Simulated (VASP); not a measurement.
A run of VASP 6.6.1:

File INCAR:

```
ALGO = Normal
EDIFF = 1E-6
ENCUT = 520
GGA = PS
ISIF = 2
ISMEAR = 0
LASPH = T
LCHARG = F
LREAL = F
LWAVE = F
NBANDS = 15
NELM = 100
PREC = Accurate
SIGMA = 0.1
```

File KPOINTS:

```
k-points
0
Gamma
  18 18 10
```

Contents of POSCAR:

```
Os
1.0
    2.8205496992      0.0000000000      0.0000000000
   -1.4102748496      2.4426676921      0.0000000000
    0.0000000000      0.0000000000      4.4357541184
Os
2
Direct
    0.3333333333      0.6666666667      0.2500000000
    0.6666666667      0.3333333333      0.7500000000
```

Potentials or basis: VASP PAW PBE potentials, release 64 (Os).

The run is started by

```console
$ cat potpaw_PBE.64/Os/POTCAR > POTCAR
$ mpirun -np 1 vasp_std > vasp.out
```

Hardware: 1 thread of Intel(R) Xeon(R) Platinum 8488C (Sapphire Rapids) (shared host).

Problem. How long does it take, and how much memory?

Solution. Wall time 45 s on 1 thread of Intel(R) Xeon(R) Platinum 8488C (Sapphire Rapids) (shared host), peak memory 0.22 GiB. Counts: scf iterations 12, k points 222.
